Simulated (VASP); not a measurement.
RbBr: single point with r2SCAN

RbBr:

```
Rb Br
1.0
     0.00000    3.46083    3.46083
     3.46083    0.00000    3.46083
     3.46083    3.46083    0.00000
Rb Br
1 1
Direct
  0.00000 0.00000 0.00000
  0.50000 0.50000 0.50000
```

```
Program             : VASP 6.6.1
Task                : single point
Functional          : r2SCAN
Potentials or basis : VASP PAW PBE potentials, release 64 (Rb_sv, Br)
Cutoff              : 520 eV
k mesh              : 6 × 6 × 6
Occupations         : gaussian, width 0.01 eV
Spin                : no spin polarisation
```

```yaml
Pressure: 0.0 GPa
Band_gap_on_the_k_mesh: 4.89 eV
```

Levels at points of the mesh, in eV from the valence-band top:
```csv
k point,band 5,band 6,band 7,band 8,band 9,band 10,band 11,band 12
"(0.00, 0.00, 0.00)",-8.75,0.00,0.00,0.00,4.89,7.87,7.87,7.87
"(0.50, 0.00, 0.00)",-8.70,-0.92,-0.32,-0.32,7.22,8.17,10.14,10.14
"(0.50, 0.50, 0.00)",-8.81,-0.47,-0.16,-0.16,6.09,7.84,9.57,10.00
```

It took 3.1 min on 1 thread of AMD EPYC 7R13, with other jobs on the host, peak memory 0.19 GiB.

Caveat: the PAW data sets were made with another functional, which shifts forces and pressure a little.
